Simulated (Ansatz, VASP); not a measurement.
## One calculation of CO2, two programs

```
CELL_PARAMETERS angstrom
2.35219 -2.15611 0.00000
2.35219 2.15611 0.00000
0.00000 0.00000 6.00795
ATOMIC_POSITIONS crystal
C 0.00000 0.00000 0.00000
C 0.50000 0.50000 0.50000
O 0.78572 0.21428 0.88454
O 0.21428 0.78572 0.11546
O 0.71428 0.28572 0.38454
O 0.28572 0.71428 0.61546
```

Alike in both runs: task single point; functional r2SCAN; dispersion D3(BJ); k mesh 8 × 8 × 4; occupations gaussian, width 0.02 eV; no spin polarisation.

```csv
,VASP,Ansatz
version,VASP 6.6.1,Ansatz 0.2.0
potentials or method,"VASP PAW PBE potentials, release 64 (C, O), cutoff 520 eV","scalar-relativistic, plane waves, PAW"
valence electrons in the cell,32,32
```

|  | VASP | Ansatz | Ansatz less VASP |
| --- | --- | --- | --- |
| gap on the k mesh at the Fermi level (eV) | 6.79 | 6.81 | +0.023 |
| least direct gap on the mesh (eV) | 7.83 | 7.85 | +0.020 |
| pressure (GPa) | 11.8 | 9.0 | -2.78 |
| traceless stress, the component that is largest in VASP (GPa) | -3.21 | 0.00 | +3.219 |
| rms of the force components (eV/Å) | 0.383 | 0.000 | -0.3831 |

VASP's potentials were made for PBE, not for r2SCAN. Atom by atom the forces differ by 0.383 eV/Å (rms over components). Ansatz's warnings: dispersion damping borrowed.

Noted on VASP's run: the standard files for N, O and F lose accuracy on very short bonds.
